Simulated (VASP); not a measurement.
Wanted: the native input for a VASP 6.6.1 run.

| Quantity | Value |
| --- | --- |
| Task | relaxation of cell and atoms |
| Functional | LDA |
| Potentials or basis | VASP PAW LDA potentials, release 64 (Sr_sv, Cd) |
| Cutoff | 600 eV |
| k mesh | 12 × 12 × 12 |
| Occupations | fermi-dirac, width 0.15 eV |
| Spin | no spin polarisation |
| Target pressure | 25 GPa |
| Dipole correction | no |
| Further INCAR settings | ALGO = Fast; EDIFF = 1e-06; IBRION = 2; EDIFFG = -0.001; NSW = 80; ISIF = 3 |

The structure of SrCd lies in POSCAR:

```
SrCd
1.0
    3.6902789721      0.0000000000      0.0000000000
    0.0000000000      3.6902789721      0.0000000000
    0.0000000000      0.0000000000      3.6902789721
Sr Cd
1 1
Direct
    0.5000000000      0.5000000000      0.5000000000
    0.0000000000      0.0000000000      0.0000000000
```

One way to write it, as run:

INCAR

```
PREC     = Accurate       # precision mode
ENCUT    = 600            # plane-wave cutoff, eV
EDIFF    = 1E-6           # SCF threshold, eV
ISMEAR   = -1             # smearing method
SIGMA    = 0.15           # smearing width, eV
LREAL    = F              # projectors in reciprocal space
LASPH    = T              # aspherical terms in the spheres
NELM     = 80             # most SCF steps
ALGO     = Fast           # electronic algorithm
ISIF     = 3              # what is computed and relaxed
LWAVE    = F              # write WAVECAR
LCHARG   = F              # write CHGCAR
GGA      = CA             # functional
IBRION   = 2              # ionic algorithm
NSW      = 80             # ionic steps
EDIFFG   = -0.001         # ionic threshold
PSTRESS  = 250.0
```

KPOINTS

```
regular mesh
0
Gamma
  12 12 12
```

Potentials or basis: VASP PAW LDA potentials, release 64 (Sr_sv, Cd).

The run is started by

```bash
$ cat potpaw_LDA.64/Sr_sv/POTCAR potpaw_LDA.64/Cd/POTCAR > POTCAR
$ mpirun -np 1 vasp_std > vasp.out
```

Results of the run:

| Property | Result |
| --- | --- |
| Relaxed volume | 21.01 Å³/atom |
| Relaxed cell | a = 3.477 Å, b = 3.477 Å, c = 3.477 Å, α = 90.00°, β = 90.00°, γ = 90.00° |
| Space group after relaxing (to 0.1 Å) | Pm-3m (No. 221) |
| Energy change on relaxing (the run minimises the enthalpy) | +397.3 meV/atom |
| Ionic steps | 14 |
| Pressure after relaxing | 25.0 GPa |
| Band gap on the k mesh | zero (bands 11 and 12 overlap by 3.05 eV) |

Caveat: the cell is relaxed towards a set pressure, so the run minimises the enthalpy, not the energy; the volume moved by over 15 % at a fixed basis, so the end points are rough.

It took 12 min on 1 thread of Oxide Virtual Turin-like Processor, with other jobs on the host, peak memory 0.21 GiB.
